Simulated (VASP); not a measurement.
# Te2Mo (P6_3/mmc) in VASP: notebook

Te2Mo is run at these levels: PBE+D3(BJ); tasks: single point.

All numbers are computed with VASP 6.6.1; they aren't measurements. Logs are shortened: lines on timing, memory, paths and dates and some standing lists are left out, and cuts for length are marked.

**The experiment to reproduce.**

“Broadband infrared study of pressure-tunable Fano resonance and metallization transition in 2H-MoTe2”, 2022, pmc:9569381 quotes, for a bulk crystal of Te2Mo at 300 K: band gap 0.88 ± 0.05 eV (indirect).

The results are compared with them further down.

### 1 The cell of the first run

It takes space group P6_3/mmc (No. 194, hexagonal). The conventional cell has a = 3.496 Å, b = 3.496 Å, c = 13.701 Å, α = 90.00°, β = 90.00°, γ = 120.00°. Te (site symmetry 3m) has 3 Mo at 2.72 Å and 6 Te at 3.50 Å within 3.6 Å. Mo (site symmetry -6m2) has 6 Te at 2.72 Å and 6 Mo at 3.50 Å within 3.6 Å.

### 2 Single point, PBE+D3(BJ)

The input, INCAR:

```
SYSTEM = Te2Mo
ALGO = Normal ; EDIFF = 1E-6
ENCUT = 520 ; GGA = PE
ISIF = 2 ; ISMEAR = 0
IVDW = 12 ; LASPH = .True.
LCHARG = .False. ; LREAL = .False.
LWAVE = .False. ; NBANDS = 35
NELM = 100 ; PREC = Accurate
SIGMA = 0.05
```

The input, KPOINTS:

```
k-points
0
Gamma
  12 12 2
  0 0 0
```

The input, POSCAR:

```
Te2Mo
1.0
    3.4964011497      0.0000000000      0.0000000000
   -1.7482005748      3.0279722174      0.0000000000
    0.0000000000      0.0000000000     13.7008448353
Te Mo
4 2
Direct
    0.3333333333      0.6666666667      0.6173401526
    0.6666666667      0.3333333333      0.1173401526
    0.3333333333      0.6666666667      0.8826598474
    0.6666666667      0.3333333333      0.3826598474
    0.3333333333      0.6666666667      0.2500000000
    0.6666666667      0.3333333333      0.7500000000
```

Potentials or basis: VASP PAW PBE potentials, release 64 (Te, Mo_sv).

Started as:

```sh
$ cat potpaw_PBE.64/Te/POTCAR potpaw_PBE.64/Mo_sv/POTCAR > POTCAR
$ mpirun -np 1 vasp_std > vasp.out
```

OUTCAR:

```text
SYSTEM = Te2Mo
   EDIFF = 1E-6
   ENCUT = 520
   GGA = PE
   ISIF = 2
   ISMEAR = 0
   IVDW = 12
   LASPH = .True.
   LREAL = .False.
   NELM = 100
   PREC = Accurate
 IVDW          = 12

 ion  position               nearest neighbor table
   1  0.333  0.667  0.617-   6 2.72   6 2.72   6 2.72   3 3.64
   2  0.667  0.333  0.117-   5 2.72   5 2.72   5 2.72   4 3.64
   3  0.333  0.667  0.883-   6 2.72   6 2.72   6 2.72   1 3.64
   4  0.667  0.333  0.383-   5 2.72   5 2.72   5 2.72   2 3.64
   5  0.333  0.667  0.250-   2 2.72   4 2.72   2 2.72   4 2.72   2 2.72   4 2.72
   6  0.667  0.333  0.750-   1 2.72   3 2.72   1 2.72   3 2.72   1 2.72   3 2.72

  LATTYP: Found a hexagonal cell.
 ALAT       =     3.4964011497
 C/A-ratio  =     3.9185563237

  Lattice vectors:

 A1 = (   3.4964011497,   0.0000000000,   0.0000000000)
 A2 = (  -1.7482005748,   3.0279722174,   0.0000000000)
 A3 = (   0.0000000000,   0.0000000000,  13.7008448353)

Analysis of symmetry for initial positions (statically):
=====================================================================
 Subroutine PRICEL returns:
 Original cell was already a primitive cell.

 Routine SETGRP: Setting up the symmetry group for a
 hexagonal supercell.

 Subroutine GETGRP returns: Found 24 space group operations
 (whereof 12 operations were pure point group operations)
 out of a pool of 24 trial point group operations.

The static configuration has the point symmetry D_3d.
 The point group associated with its full space group is D_6h.

Analysis of symmetry for dynamics (positions and initial velocities):
=====================================================================
 Subroutine PRICEL returns:
 Original cell was already a primitive cell.

 Routine SETGRP: Setting up the symmetry group for a
 hexagonal supercell.

 Subroutine GETGRP returns: Found 24 space group operations
 (whereof 12 operations were pure point group operations)
 out of a pool of 24 trial point group operations.

The dynamic configuration has the point symmetry D_3d.
 The point group associated with its full space group is D_6h.

 Subroutine INISYM returns: Found 24 space group operations
 (whereof 12 operations are pure point group operations),
 and found     1 'primitive' translations

[... 102 lines left out ...]
   EDIFF  = 0.1E-05   stopping-criterion for ELM
   LREAL  =      F    real-space projection
   EDIFFG = 0.1E-04   stopping-criterion for IOM
   NSW    =      0    number of steps for IOM
   IBRION =     -1    ionic relax: 0-MD 1-quasi-New 2-CG
   NFREE  =      0    steps in history (QN), initial steepest desc. (CG)
   ISIF   =      2    stress and relaxation
   ISYM   =      2    0-nonsym 1-usesym 2-fastsym
   POTIM  = 0.5000    time-step for ionic-motion
   TEBEG  =    0.0;   TEEND  =   0.0 temperature during run
   PSTRESS=    0.0 pullay stress
   NELECT =      52.0000    total number of electrons
   NUPDOWN=      -1.0000    fix difference up-down
   EMIN   =  10.00;   EMAX   =-10.00  energy-range for DOS
   EFERMI =   0.00;   METHOD = LEGACY
   ISMEAR =     0;   SIGMA  =   0.05  broadening in eV -4-tet -1-fermi 0-gaus
   EFERMI_NEDOS =   21; number of points for ismear=-14 and -15
   IALGO  =     38    algorithm
   IMIX   =      4    mixing-type and parameters
     AMIX     =   0.40;   BMIX     =  1.00
     AMIX_MAG =   1.60;   BMIX_MAG =  1.00
  volume/ion in A,a.u.               =      24.18       163.14
  Fermi-wavevector in a.u.,A,eV,Ry     =   1.162972  2.197698 18.401920  1.352503
  Thomas-Fermi vector in A             =   2.299527
   LORBIT       =      0    0 simple, 1 ext, 2 COOP (PROOUT), +10 PAW based schemes
   GGA     = PE    functional components
   LHFCALC =     F    Hartree Fock is set to
   AEXX    =    0.0000 exact exchange contribution
   IVDW    =    12    specifies the selected vdW correction
   LEPSILON=     F    determine dielectric tensor
   LRPA    =     F    only Hartree local field effects (RPA)
 non-spin polarized calculation
 Gauss-broadening in eV      SIGMA  =   0.05
  energy-cutoff  :      520.00
  volume of cell :      145.05
 maximum number of plane-waves:      3974
 NGX is ok and might be reduce to    28
   NGX = 13   NGY = 13   NGZ = 51

 number of electron      51.9999999 magnetization

 Free energy of the ion-electron system (eV)
  ---------------------------------------------------
  ext. energy  EPLUGINS =         0.00000000
  ---------------------------------------------------
  free energy    TOTEN  =       -35.90697365 eV

  energy without entropy =      -35.90697365  energy(sigma->0) =      -35.90697365

 E-fermi :   8.9940     XC(G=0): -10.6411

 val. band max:        8.6310031137   @ k =   0.0000   0.0000   0.0000
 cond. band min:       9.2779508220   @ k =   0.2500   0.1667   0.0000
 fundamental gap:      0.6469477083
 Fermi energy:         8.9939699639

 k-point     1 :       0.0000    0.0000    0.0000
  band No.  band energies     occupation
      1     -52.2222      2.00000
      2     -52.2222      2.00000
      3     -26.3991      2.00000
      4     -26.3991      2.00000
      5     -26.2579      2.00000
      6     -26.2579      2.00000
[... 901 lines left out ...]
     34      12.0827      0.00000
     35      13.7226      0.00000

 [... further k-points ...]

------------------------ aborting loop because EDIFF is reached ----------------------------------------

 Edisp (eV)   -3.32386

 E8    (eV) :    -1.5315

  FORCE on cell =-STRESS in cart. coord.  units (eV):
  Direction    XX          YY          ZZ          XY          YZ          ZX
  --------------------------------------------------------------------------------------
  -------------------------------------------------------------------------------------
  Total      -0.02691    -0.02691     0.01388    -0.00000     0.00000     0.00000
  in kB      -0.29720    -0.29720     0.15330    -0.00000     0.00000     0.00000
  external pressure =       -0.15 kB  Pullay stress =        0.00 kB

 VOLUME and BASIS-vectors are now :
 -----------------------------------------------------------------------------
  energy-cutoff  :      520.00
  volume of cell :      145.05
      direct lattice vectors                 reciprocal lattice vectors
     3.496401150  0.000000000  0.000000000     0.286008372  0.165127010  0.000000000
    -1.748200575  3.027972217  0.000000000     0.000000000  0.330254021  0.000000000
     0.000000000  0.000000000 13.700844835     0.000000000  0.000000000  0.072988200

 POSITION                                       TOTAL-FORCE (eV/Angst)
 -----------------------------------------------------------------------------------
     -0.00000      2.01865      8.45808         0.000000      0.000000     -0.010066
      1.74820      1.00932      1.60766         0.000000      0.000000     -0.010066
     -0.00000      2.01865     12.09319         0.000000      0.000000      0.010066
      1.74820      1.00932      5.24276         0.000000      0.000000      0.010066
     -0.00000      2.01865      3.42521        -0.000000      0.000000      0.000000
      1.74820      1.00932     10.27563         0.000000     -0.000000      0.000000
 -----------------------------------------------------------------------------------
    total drift:                               -0.000000      0.000000     -0.000000

  FREE ENERGIE OF THE ION-ELECTRON SYSTEM (eV)
  ---------------------------------------------------
  free  energy   TOTEN  =       -39.2308356385 eV

  energy  without entropy=      -39.2308356385  energy(sigma->0) =      -39.23083564
```

Run time: 94 s. Hardware: 1 thread of Intel Xeon 6975P-C (Granite Rapids), shared host; peak memory 0.38 GiB.

Results:

| Property | Result |
| --- | --- |
| Free energy | -39.2308 eV |
| Pressure | 0.0 GPa |
| Largest force | 0.010 eV/Å |
| Band gap on the k mesh | 0.65 eV, indirect (least direct gap 1.04 eV) |
| Dispersion energy per atom | -0.554 eV |

Forces in eV/Å, atoms in the order of the input:
```
Te   0.000  0.000 -0.010
Te   0.000  0.000 -0.010
Te   0.000  0.000  0.010
Te   0.000  0.000  0.010
Mo   0.000  0.000  0.000
Mo   0.000  0.000  0.000
```

Caveat: spin-orbit coupling is left out, which moves the levels of the heavy elements.

### 3 Single point, PBE+D3(BJ)

The input, INCAR:

```
PREC = Accurate ; ENCUT = 520
EDIFF = 1E-6 ; ISMEAR = 0
SIGMA = 0.02 ; LREAL = False
LASPH = True ; NELM = 60
ALGO = Normal ; ISIF = 2
LWAVE = False ; LCHARG = True
GGA = PE ; IVDW = 12
LELF = True ; LVHAR = True
NBANDS = 35
```

The input, KPOINTS:

```
regular mesh
0
Gamma
  12 12 2
```

The input, POSCAR:

```
Te2Mo
1.0
    3.4964011427      0.0000000000      0.0000000000
   -1.7482005713      3.0279722114      0.0000000000
    0.0000000000      0.0000000000     13.7008448036
Te Mo
4 2
Direct
    0.3333333333      0.6666666667      0.6173401522
    0.6666666667      0.3333333333      0.1173401522
    0.3333333333      0.6666666667      0.8826598478
    0.6666666667      0.3333333333      0.3826598478
    0.3333333333      0.6666666667      0.2500000000
    0.6666666667      0.3333333333      0.7500000000
```

Potentials or basis: VASP PAW PBE potentials, release 64 (Te, Mo_sv).

Started as:

```sh
$ cat potpaw_PBE.64/Te/POTCAR potpaw_PBE.64/Mo_sv/POTCAR > POTCAR
$ mpirun -np 1 vasp_std > vasp.out
```

OUTCAR:

```text
PREC = Accurate
   ENCUT = 520
   EDIFF = 1E-6
   ISMEAR = 0
   LREAL = False
   LASPH = True
   NELM = 60
   ISIF = 2
   GGA = PE
   IVDW = 12
 IVDW          = 12

 ion  position               nearest neighbor table
   1  0.333  0.667  0.617-   6 2.72   6 2.72   6 2.72   3 3.64
   2  0.667  0.333  0.117-   5 2.72   5 2.72   5 2.72   4 3.64
   3  0.333  0.667  0.883-   6 2.72   6 2.72   6 2.72   1 3.64
   4  0.667  0.333  0.383-   5 2.72   5 2.72   5 2.72   2 3.64
   5  0.333  0.667  0.250-   2 2.72   4 2.72   2 2.72   4 2.72   2 2.72   4 2.72
   6  0.667  0.333  0.750-   1 2.72   3 2.72   1 2.72   3 2.72   1 2.72   3 2.72

  LATTYP: Found a hexagonal cell.
 ALAT       =     3.4964011427
 C/A-ratio  =     3.9185563225

  Lattice vectors:

 A1 = (   3.4964011427,   0.0000000000,   0.0000000000)
 A2 = (  -1.7482005713,   3.0279722114,   0.0000000000)
 A3 = (   0.0000000000,   0.0000000000,  13.7008448036)

Analysis of symmetry for initial positions (statically):
=====================================================================
 Subroutine PRICEL returns:
 Original cell was already a primitive cell.

 Routine SETGRP: Setting up the symmetry group for a
 hexagonal supercell.

 Subroutine GETGRP returns: Found 24 space group operations
 (whereof 12 operations were pure point group operations)
 out of a pool of 24 trial point group operations.

The static configuration has the point symmetry D_3d.
 The point group associated with its full space group is D_6h.

Analysis of symmetry for dynamics (positions and initial velocities):
=====================================================================
 Subroutine PRICEL returns:
 Original cell was already a primitive cell.

 Routine SETGRP: Setting up the symmetry group for a
 hexagonal supercell.

 Subroutine GETGRP returns: Found 24 space group operations
[... 133 lines left out ...]
  volume/ion in A,a.u.               =      24.18       163.14
  Fermi-wavevector in a.u.,A,eV,Ry     =   1.162972  2.197698 18.401920  1.352503
  Thomas-Fermi vector in A             =   2.299527
   LORBIT       =      0    0 simple, 1 ext, 2 COOP (PROOUT), +10 PAW based schemes
   GGA     = PE    functional components
   LHFCALC =     F    Hartree Fock is set to
   AEXX    =    0.0000 exact exchange contribution
   IVDW    =    12    specifies the selected vdW correction
   LEPSILON=     F    determine dielectric tensor
   LRPA    =     F    only Hartree local field effects (RPA)
 non-spin polarized calculation
 Gauss-broadening in eV      SIGMA  =   0.02
  energy-cutoff  :      520.00
  volume of cell :      145.05
 maximum number of plane-waves:      3974
 NGX is ok and might be reduce to    28
   NGX = 13   NGY = 13   NGZ = 51

 number of electron      51.9999999 magnetization

 Free energy of the ion-electron system (eV)
  ---------------------------------------------------
  ext. energy  EPLUGINS =         0.00000000
  ---------------------------------------------------
  free energy    TOTEN  =       -35.90697363 eV

  energy without entropy =      -35.90697363  energy(sigma->0) =      -35.90697363

 E-fermi :   8.7758     XC(G=0): -10.6411

 val. band max:        8.6310032001   @ k =   0.0000   0.0000   0.0000
 cond. band min:       9.2779508988   @ k =   0.2500   0.1667   0.0000
 fundamental gap:      0.6469476987
 Fermi energy:         8.7757760503

 k-point     1 :       0.0000    0.0000    0.0000
  band No.  band energies     occupation
      1     -52.2222      2.00000
      2     -52.2222      2.00000
      3     -26.3991      2.00000
      4     -26.3991      2.00000
      5     -26.2579      2.00000
      6     -26.2579      2.00000
[... 901 lines left out ...]
     34      12.0827      0.00000
     35      13.7226      0.00000

 [... further k-points ...]

------------------------ aborting loop because EDIFF is reached ----------------------------------------

 Edisp (eV)   -3.32386

 E8    (eV) :    -1.5315

  FORCE on cell =-STRESS in cart. coord.  units (eV):
  Direction    XX          YY          ZZ          XY          YZ          ZX
  --------------------------------------------------------------------------------------
  -------------------------------------------------------------------------------------
  Total      -0.02691    -0.02691     0.01388    -0.00000     0.00000    -0.00000
  in kB      -0.29719    -0.29719     0.15330    -0.00000     0.00000    -0.00000
  external pressure =       -0.15 kB  Pullay stress =        0.00 kB

 VOLUME and BASIS-vectors are now :
 -----------------------------------------------------------------------------
  energy-cutoff  :      520.00
  volume of cell :      145.05
      direct lattice vectors                 reciprocal lattice vectors
     3.496401143  0.000000000  0.000000000     0.286008372  0.165127011  0.000000000
    -1.748200571  3.027972211  0.000000000     0.000000000  0.330254022  0.000000000
     0.000000000  0.000000000 13.700844804     0.000000000  0.000000000  0.072988200

 POSITION                                       TOTAL-FORCE (eV/Angst)
 -----------------------------------------------------------------------------------
     -0.00000      2.01865      8.45808         0.000000     -0.000000     -0.010066
      1.74820      1.00932      1.60766         0.000000      0.000000     -0.010066
     -0.00000      2.01865     12.09319        -0.000000     -0.000000      0.010066
      1.74820      1.00932      5.24276         0.000000      0.000000      0.010066
     -0.00000      2.01865      3.42521        -0.000000     -0.000000      0.000000
      1.74820      1.00932     10.27563         0.000000     -0.000000      0.000000
 -----------------------------------------------------------------------------------
    total drift:                               -0.000000      0.000000     -0.000000

  FREE ENERGIE OF THE ION-ELECTRON SYSTEM (eV)
  ---------------------------------------------------
  free  energy   TOTEN  =       -39.2308356387 eV

  energy  without entropy=      -39.2308356387  energy(sigma->0) =      -39.23083564
```

OSZICAR:

```text
N       E                     dE             d eps       ncg     rms          rms(c)
DAV:   1     0.400258413890E+03    0.40026E+03   -0.26980E+04  2996   0.134E+03
DAV:   2    -0.154210885460E+02   -0.41568E+03   -0.40285E+03  3279   0.321E+02
DAV:   3    -0.366761788535E+02   -0.21255E+02   -0.20843E+02  3212   0.636E+01
DAV:   4    -0.371471952460E+02   -0.47102E+00   -0.46876E+00  3136   0.950E+00
DAV:   5    -0.371580612286E+02   -0.10866E-01   -0.10862E-01  3312   0.149E+00    0.220E+01
DAV:   6    -0.363744985847E+02    0.78356E+00   -0.54623E+00  2886   0.128E+01    0.884E+00
DAV:   7    -0.363503240364E+02    0.24175E-01   -0.47325E+00  2777   0.104E+01    0.612E+00
DAV:   8    -0.359073234536E+02    0.44300E+00   -0.10138E+00  2795   0.551E+00    0.278E+00
DAV:   9    -0.359145335016E+02   -0.72100E-02   -0.19307E-01  3078   0.198E+00    0.117E+00
DAV:  10    -0.359067710584E+02    0.77624E-02   -0.32310E-02  2859   0.105E+00    0.384E-01
DAV:  11    -0.359071490366E+02   -0.37798E-03   -0.22571E-03  3146   0.229E-01    0.210E-01
DAV:  12    -0.359070277187E+02    0.12132E-03   -0.33206E-04  3066   0.890E-02    0.161E-01
DAV:  13    -0.359069828137E+02    0.44905E-04   -0.87044E-05  2905   0.484E-02    0.888E-02
DAV:  14    -0.359069776013E+02    0.52124E-05   -0.16971E-05  3111   0.192E-02    0.452E-02
DAV:  15    -0.359069743781E+02    0.32232E-05   -0.35799E-06  2347   0.103E-02    0.214E-02
DAV:  16    -0.359069736326E+02    0.74554E-06   -0.10836E-06  1447   0.585E-03
   1 F= -.39230836E+02 E0= -.39230836E+02  d E =-.686948E-27
```

stdout:

```text
POSCAR found type information on POSCAR TeMo
 POSCAR found :  2 types and       6 ions
 scaLAPACK will be used
 LDA part: xc-table for (Slater+PW92), standard interpolation
 POSCAR, INCAR and KPOINTS ok, starting setup
 FFT: planning ... GRIDC
 FFT: planning ... GRID_SOFT
 FFT: planning ... GRID
 WAVECAR not read
 entering main loop
```

It took 96 s on 1 thread of Intel Xeon 6975P-C (Granite Rapids), shared host; peak memory 0.38 GiB.

Results:

| Quantity | Value |
| --- | --- |
| Free energy | -39.2308 eV |
| Pressure | 0.0 GPa |
| Largest force | 0.010 eV/Å |
| Band gap on the k mesh | 0.65 eV, indirect (least direct gap 1.04 eV) |
| Dispersion energy per atom | -0.554 eV |

Forces on the atoms (eV/Å):
```
Te   0.000  0.000 -0.010
Te   0.000  0.000 -0.010
Te   0.000  0.000  0.010
Te   0.000  0.000  0.010
Mo   0.000  0.000  0.000
Mo   0.000  0.000  0.000
```

Levels at points of the mesh, in eV from the valence-band top:
```csv
k point,band 24,band 25,band 26,band 27,band 28,band 29
"(0.00, 0.00, 0.00)",-1.01,-0.18,0.00,2.87,2.87,3.05
"(0.50, 0.00, 0.00)",-1.03,-0.66,-0.26,1.26,1.34,1.41
"(0.00, 0.00, 0.50)",-1.04,-0.05,-0.05,2.91,2.91,2.91
"(0.50, 0.00, 0.50)",-1.04,-0.46,-0.46,1.29,1.29,1.63
```

Caveat: spin-orbit coupling is left out, which moves the levels of the heavy elements.

### 4 How close it comes

Step 2. A measured gap of Te2Mo is 0.88 eV (indirect; 300 K; quoted in “Broadband infrared study of pressure-tunable Fano resonance and metallization transition in 2H-MoTe2”, 2022, pmc:9569381); the calculated 0.65 eV misses it by -0.23 eV. Spin-orbit coupling on Mo, Te is left out. The value is that of PBE+D3(BJ) on a finite k mesh, which can miss the band edges, without temperature or zero-point motion. Semilocal functionals fall short of measured gaps as a rule.

Step 3. A measured gap of Te2Mo is 0.88 eV (indirect; 300 K; quoted in “Broadband infrared study of pressure-tunable Fano resonance and metallization transition in 2H-MoTe2”, 2022, pmc:9569381); the calculated 0.65 eV misses it by -0.23 eV. Spin-orbit coupling on Mo, Te is left out. The value is that of PBE+D3(BJ) on a finite k mesh, which can miss the band edges, without temperature or zero-point motion. Semilocal functionals fall short of measured gaps as a rule.
